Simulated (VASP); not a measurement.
# Ir in VASP: single point with r2SCAN

Aim: the single point of Ir with r2SCAN.

All numbers are computed with VASP 6.6.1; they aren't measurements. Logs are shortened: lines on timing, memory, paths and dates and some standing lists are left out, and cuts for length are marked.

**1. The cell of the first run**

The cell holds a slab with vacuum, 4 atoms: a = 2.718 Å, b = 2.718 Å, c = 23.658 Å, α = 90.00°, β = 90.00°, γ = 120.00°.

**2. Single point, r2SCAN**

File POSCAR:

```
Ir
1.0
    2.7182312917      0.0000000000      0.0000000000
   -1.3591156459      2.3540573520      0.0000000000
    0.0000000000      0.0000000000     23.6582796676
Ir
4
Direct
    0.6666666667      0.3333333333      0.3592822521
    0.3333333333      0.6666666667      0.4530940840
    0.0000000000      0.0000000000      0.5452335064
    0.6666666667      0.3333333333      0.6372806647
```

File INCAR.step1:

```
SYSTEM = Ir
PREC = Accurate ; ENCUT = 520
ISMEAR = 0 ; SIGMA = 0.1
LREAL = .FALSE. ; LASPH = .TRUE.
NELM = 60 ; LDIPOL = .TRUE.
IDIPOL = 3 ; DIPOL = 0.5 0.5 0.499
NBANDS = 26 ; GGA = PE
ALGO = Normal ; EDIFF = 1E-4
LWAVE = .TRUE. ; LCHARG = .FALSE.
```

File INCAR.step2:

```
SYSTEM = Ir
PREC = Accurate ; ENCUT = 520
EDIFF = 1E-6 ; ISMEAR = 0
SIGMA = 0.1 ; LREAL = .FALSE.
LASPH = .TRUE. ; NELM = 60
ALGO = Normal ; ISIF = 2
LWAVE = .FALSE. ; LCHARG = .FALSE.
LDIPOL = .TRUE. ; IDIPOL = 3
DIPOL = 0.5 0.5 0.499 ; METAGGA = R2SCAN
LMIXTAU = .TRUE. ; NBANDS = 26
ISTART = 1
```

File KPOINTS:

```
Automatic mesh
0
G
  12 12 1
  0 0 0
```

Potentials or basis: VASP PAW PBE potentials, release 64 (Ir).

Command:

```sh
> cat potpaw_PBE.64/Ir/POTCAR > POTCAR
> cp INCAR.step1 INCAR
> mpirun -np 1 vasp_std > vasp.out
> cp INCAR.step2 INCAR
> mpirun -np 1 vasp_std > vasp.out
```

OUTCAR:

```text
SYSTEM = Ir
   PREC = Accurate
   ENCUT = 520
   EDIFF = 1E-6
   ISMEAR = 0
   LREAL = .FALSE.
   LASPH = .TRUE.
   NELM = 60
   ISIF = 2
   METAGGA = R2SCAN
   ISTART = 1

 ion  position               nearest neighbor table
   1  0.667  0.333  0.359-   2 2.72   2 2.72   2 2.72
   2  0.333  0.667  0.453-   3 2.69   3 2.69   3 2.69   1 2.72   1 2.72   1 2.72
   3  0.000  0.000  0.545-   4 2.68   4 2.68   4 2.68   2 2.69   2 2.69   2 2.69
   4  0.667  0.333  0.637-   3 2.68   3 2.68   3 2.68

  LATTYP: Found a hexagonal cell.
 ALAT       =     2.7182312917
 C/A-ratio  =     8.7035565148

  Lattice vectors:

 A1 = (   2.7182312917,   0.0000000000,   0.0000000000)
 A2 = (  -1.3591156459,   2.3540573520,   0.0000000000)
 A3 = (   0.0000000000,   0.0000000000,  23.6582796676)

Analysis of symmetry for initial positions (statically):
=====================================================================
 Subroutine PRICEL returns:
 Original cell was already a primitive cell.

 Routine SETGRP: Setting up the symmetry group for a
 hexagonal supercell.

 Subroutine GETGRP returns: Found  6 space group operations
 (whereof  6 operations were pure point group operations)
 out of a pool of 24 trial point group operations.

The static configuration has the point symmetry C_3v.

Analysis of symmetry for dynamics (positions and initial velocities):
=====================================================================
 Subroutine PRICEL returns:
 Original cell was already a primitive cell.

 Routine SETGRP: Setting up the symmetry group for a
 hexagonal supercell.

 Subroutine GETGRP returns: Found  6 space group operations
 (whereof  6 operations were pure point group operations)
 out of a pool of 24 trial point group operations.

The dynamic configuration has the point symmetry C_3v.

 Subroutine INISYM returns: Found  6 space group operations
 (whereof  6 operations are pure point group operations),
 and found     1 'primitive' translations

----------------------------------------------------------------------------------------

                                     Primitive cell

  volume of cell :     151.3863

  direct lattice vectors                    reciprocal lattice vectors
     2.718231292  0.000000000  0.000000000     0.367886281  0.212399243  0.000000000
    -1.359115646  2.354057352  0.000000000     0.000000000  0.424798486  0.000000000
     0.000000000  0.000000000 23.658279668     0.000000000  0.000000000  0.042268500

  length of vectors
     2.718231292  2.718231292 23.658279668     0.424798486  0.424798486  0.042268500

  position of ions in fractional coordinates (direct lattice)
     0.666666667  0.333333333  0.359282252
     0.333333333  0.666666667  0.453094084
     0.000000000  0.000000000  0.545233506
     0.666666667  0.333333333  0.637280665

  ion indices of the primitive-cell ions
   primitive index   ion index
                 1           1
                 2           2
                 3           3
                 4           4

----------------------------------------------------------------------------------------

 KPOINTS: Automatic mesh

Automatic generation of k-mesh.
 Grid dimensions read from file:
 generate k-points for:   12   12    1

 Generating k-lattice:

  Cartesian coordinates                     Fractional coordinates (reciprocal lattice)
     0.030657190  0.017699937  0.000000000     0.083333333  0.000000000  0.000000000
     0.000000000  0.035399874  0.000000000     0.000000000  0.083333333  0.000000000
     0.000000000  0.000000000  0.042268500     0.000000000  0.000000000  1.000000000

  Length of vectors
     0.035399874  0.035399874  0.042268500

  Shift w.r.t. Gamma in fractional coordinates (k-lattice)
     0.000000000  0.000000000  0.000000000

 Subroutine IBZKPT returns following result:
 ===========================================

 Found     19 irreducible k-points:

 Following reciprocal coordinates:
            Coordinates               Weight
  0.000000  0.000000  0.000000      1.000000
  0.083333  0.000000  0.000000      6.000000
  0.166667  0.000000  0.000000      6.000000
  0.250000  0.000000  0.000000      6.000000
  0.333333  0.000000  0.000000      6.000000
  0.416667  0.000000  0.000000      6.000000
[... 11 lines left out ...]
  0.333333  0.250000  0.000000     12.000000
  0.333333  0.333333  0.000000      2.000000
   k-points           NKPTS =     19   k-points in BZ     NKDIM =     19   number of bands    NBANDS=     26
   number of dos      NEDOS =    301   number of ions     NIONS =      4
   total plane-waves  NPLWV =  72000
   dimension x,y,z NGX =    20 NGY =   20 NGZ =  180
   dimension x,y,z NGXF=    40 NGYF=   40 NGZF=  360
   ions per type =               4
   NGX,Y,Z   is equivalent  to a cutoff of  12.23, 12.23, 12.65 a.u.
   NGXF,Y,Z  is equivalent  to a cutoff of  24.46, 24.46, 25.30 a.u.
 SYSTEM =  Ir
   PREC   = accura    normal or accurate (medium, high low for compatibility)
   ISTART =      1    job   : 0-new  1-cont  2-samecut
   ICHARG =      0    charge: 1-file 2-atom 10-const
   ISPIN  =      1    spin polarized calculation?
   LNONCOLLINEAR =      F non collinear calculations
   LSORBIT =      F    spin-orbit coupling
   LASPH  =      T    aspherical Exc in radial PAW
   ENCUT  =  520.0 eV  38.22 Ry    6.18 a.u.   5.05  5.05 43.99*2*pi/ulx,y,z
   NELM   =     60;   NELMIN=  2; NELMDL=  0     # of ELM steps
   EDIFF  = 0.1E-05   stopping-criterion for ELM
   LREAL  =      F    real-space projection
   EDIFFG = 0.1E-04   stopping-criterion for IOM
   NSW    =      0    number of steps for IOM
   IBRION =     -1    ionic relax: 0-MD 1-quasi-New 2-CG
   NFREE  =      0    steps in history (QN), initial steepest desc. (CG)
   ISIF   =      2    stress and relaxation
   ISYM   =      2    0-nonsym 1-usesym 2-fastsym
   POTIM  = 0.5000    time-step for ionic-motion
   TEBEG  =    0.0;   TEEND  =   0.0 temperature during run
   PSTRESS=    0.0 pullay stress
   NELECT =      36.0000    total number of electrons
   NUPDOWN=      -1.0000    fix difference up-down
   EMIN   =  10.00;   EMAX   =-10.00  energy-range for DOS
   EFERMI =   0.00;   METHOD = LEGACY
   ISMEAR =     0;   SIGMA  =   0.10  broadening in eV -4-tet -1-fermi 0-gaus
   EFERMI_NEDOS =   21; number of points for ismear=-14 and -15
   IALGO  =     38    algorithm
   IMIX   =      4    mixing-type and parameters
     AMIX     =   0.40;   BMIX     =  1.00
     AMIX_MAG =   1.60;   BMIX_MAG =  1.00
  volume/ion in A,a.u.               =      37.85       255.40
  Fermi-wavevector in a.u.,A,eV,Ry     =   1.014254  1.916662 13.996470  1.028711
  Thomas-Fermi vector in A             =   2.147471
   LORBIT       =      0    0 simple, 1 ext, 2 COOP (PROOUT), +10 PAW based schemes
   METAGGA = R2SCAN    functional components
   LHFCALC =     F    Hartree Fock is set to
   AEXX    =    0.0000 exact exchange contribution
   IVDW    =     0    specifies the selected vdW correction
   LEPSILON=     F    determine dielectric tensor
   LRPA    =     F    only Hartree local field effects (RPA)
 non-spin polarized calculation
 Gauss-broadening in eV      SIGMA  =   0.10
  energy-cutoff  :      520.00
  volume of cell :      151.39
 maximum number of plane-waves:      4107
   NGX = 11   NGY = 11   NGZ = 87

 dipolmoment           0.000000      0.000000      0.001158 electrons x Angstroem

 number of electron      36.0000001 magnetization

 dipolmoment           0.000000      0.000000     -0.000932 electrons x Angstroem

 Free energy of the ion-electron system (eV)
  ---------------------------------------------------
  ext. energy  EPLUGINS =         0.00000000
  ---------------------------------------------------
  free energy    TOTEN  =      -207.52555626 eV

  energy without entropy =     -207.50345818  energy(sigma->0) =     -207.51450722

 E-fermi :   0.3405     XC(G=0):  -6.4782

 val. band max:        0.2908129767   @ k =   0.3333   0.0000   0.0000
 cond. band min:       0.3738716465   @ k =   0.2500   0.0000   0.0000
 fundamental gap:      0.0830586698
 Fermi energy:         0.3404993689

 k-point     1 :       0.0000    0.0000    0.0000
  band No.  band energies     occupation
      1     -10.6402      2.00000
      2      -9.0482      2.00000
      3      -7.8686      2.00000
      4      -7.7619      2.00000
      5      -3.7761      2.00000
      6      -3.7283      2.00000
[... 18 lines left out ...]
     25       1.1303      0.00000
     26       5.7478      0.00000

 k-point     2 :       0.0833    0.0000    0.0000
  band No.  band energies     occupation
      1     -10.3616      2.00000
      2      -8.7746      2.00000
      3      -7.6004      2.00000
      4      -7.4781      2.00000
      5      -4.1399      2.00000
      6      -3.9656      2.00000
[... 18 lines left out ...]
     25       2.4842      0.00000
     26       5.9504      0.00000

 k-point     3 :       0.1667    0.0000    0.0000
  band No.  band energies     occupation
      1      -9.5923      2.00000
      2      -8.0602      2.00000
      3      -6.9366      2.00000
      4      -6.7347      2.00000
      5      -4.7895      2.00000
      6      -4.4469      2.00000
[... 18 lines left out ...]
     25       4.1350      0.00000
     26       6.5559      0.00000

 k-point     4 :       0.2500    0.0000    0.0000
  band No.  band energies     occupation
      1      -8.5804      2.00000
      2      -7.3441      2.00000
      3      -6.5063      2.00000
      4      -6.0026      2.00000
      5      -5.5432      2.00000
      6      -4.7500      2.00000
[... 18 lines left out ...]
     25       5.6660      0.00000
     26       7.3902      0.00000

 k-point     5 :       0.3333    0.0000    0.0000
  band No.  band energies     occupation
      1      -7.8394      2.00000
      2      -7.2241      2.00000
      3      -6.5774      2.00000
      4      -6.2899      2.00000
      5      -5.9066      2.00000
      6      -5.0934      2.00000
[... 18 lines left out ...]
     25       7.0014      0.00000
     26       8.4545      0.00000

 k-point     6 :       0.4167    0.0000    0.0000
  band No.  band energies     occupation
      1      -7.6566      2.00000
      2      -7.4502      2.00000
      3      -6.8500      2.00000
      4      -6.4719      2.00000
      5      -6.1888      2.00000
      6      -5.3891      2.00000
[... 282 lines left out ...]
 k-point    16 :       0.4167    0.1667    0.0000
  band No.  band energies     occupation
      1      -6.9654      2.00000
      2      -6.9199      2.00000
      3      -6.4179      2.00000
      4      -5.7889      2.00000
      5      -5.5415      2.00000
      6      -5.1761      2.00000
[... 18 lines left out ...]
     25       7.6799      0.00000
     26       7.7238      0.00000

 k-point    17 :       0.2500    0.2500    0.0000
  band No.  band energies     occupation
      1      -6.5984      2.00000
      2      -6.4375      2.00000
      3      -6.0379      2.00000
      4      -5.3891      2.00000
      5      -5.3362      2.00000
      6      -4.8139      2.00000
[... 18 lines left out ...]
     25       8.8884      0.00000
     26       9.0223      0.00000

 k-point    18 :       0.3333    0.2500    0.0000
  band No.  band energies     occupation
      1      -6.5092      2.00000
      2      -6.3241      2.00000
      3      -5.8206      2.00000
      4      -5.4994      2.00000
      5      -5.2870      2.00000
      6      -4.8943      2.00000
[... 18 lines left out ...]
     25       7.7102      0.00000
     26       8.3287      0.00000

 k-point    19 :       0.3333    0.3333    0.0000
  band No.  band energies     occupation
      1      -6.0479      2.00000
      2      -6.0471      2.00000
      3      -6.0394      2.00000
      4      -5.3023      2.00000
      5      -5.1874      2.00000
      6      -4.9532      2.00000
[... 18 lines left out ...]
     25       8.2857      0.00000
     26       8.3088      0.00000

------------------------ aborting loop because EDIFF is reached ----------------------------------------

 vacuum level on the upper side and lower side of the slab       (xc-potential included)        -0.063        -0.038

  FORCE on cell =-STRESS in cart. coord.  units (eV):
  Direction    XX          YY          ZZ          XY          YZ          ZX
  --------------------------------------------------------------------------------------
  -------------------------------------------------------------------------------------
  Total       -3.4063459     -3.4063459     -0.2031565      0.0000000     -0.0000000      0.0000000
  in kB      -36.0506186    -36.0506186     -2.1500801      0.0000000     -0.0000000      0.0000000
  external PRESSURE =     -24.7504391 kB  Pullay stress =       0.0000000 kB

 VOLUME and BASIS-vectors are now :
 -----------------------------------------------------------------------------
  energy-cutoff  :      520.00
  volume of cell :      151.39
      direct lattice vectors                 reciprocal lattice vectors
     2.718231292  0.000000000  0.000000000     0.367886281  0.212399243  0.000000000
    -1.359115646  2.354057352  0.000000000     0.000000000  0.424798486  0.000000000
     0.000000000  0.000000000 23.658279668     0.000000000  0.000000000  0.042268500

 POSITION                                       TOTAL-FORCE (eV/Angst)
 -----------------------------------------------------------------------------------
      1.35912      0.78469      8.50000         0.000000     -0.000000      0.322978
     -0.00000      1.56937     10.71943        -0.000000      0.000000     -0.450291
      0.00000      0.00000     12.89929        -0.000000     -0.000000      0.006563
      1.35912      0.78469     15.07696        -0.000000      0.000000      0.120751
 -----------------------------------------------------------------------------------
    total drift:                               -0.000001      0.000000     -0.000218

  FREE ENERGIE OF THE ION-ELECTRON SYSTEM (eV)
  ---------------------------------------------------
  free  energy   TOTEN  =      -207.5255562567 eV

  energy  without entropy=     -207.5034581776  energy(sigma->0) =     -207.51450722

 vacuum level on the upper side and lower side of the slab         5.775         5.800
```

Wall time 4.4 min (1 thread of Intel Xeon 6975P-C (Granite Rapids), shared host); peak memory 0.31 GiB.

What came out:

* Free energy: -207.5256 eV
* Largest force: 0.450 eV/Å
* Band gap on the k mesh: zero (band 18 reaches 1.52 eV, above the bottom of band 19 at -0.98 eV)

Forces in eV/Å, atoms in the order of the input:
```
Ir   0.000  0.000  0.323
Ir   0.000  0.000 -0.450
Ir   0.000  0.000  0.007
Ir   0.000  0.000  0.121
```

Levels at points of the mesh, in eV from the Fermi level:
| k point | band 13 | band 14 | band 15 | band 16 | band 17 | band 18 | band 19 | band 20 | band 21 | band 22 |
| --- | --- | --- | --- | --- | --- | --- | --- | --- | --- | --- |
| (0.00, 0.00, 0.00) | -3.12 | -3.03 | -3.03 | -1.33 | -1.33 | -0.94 | -0.94 | -0.70 | 0.05 | 0.05 |
| (0.50, 0.00, 0.00) | -0.58 | -0.46 | 0.10 | 0.59 | 0.87 | 1.18 | 1.22 | 1.63 | 1.69 | 2.78 |

Caveat: the PAW data sets were made with another functional, which shifts forces and pressure a little; spin-orbit coupling is left out, which moves the levels of the heavy elements.
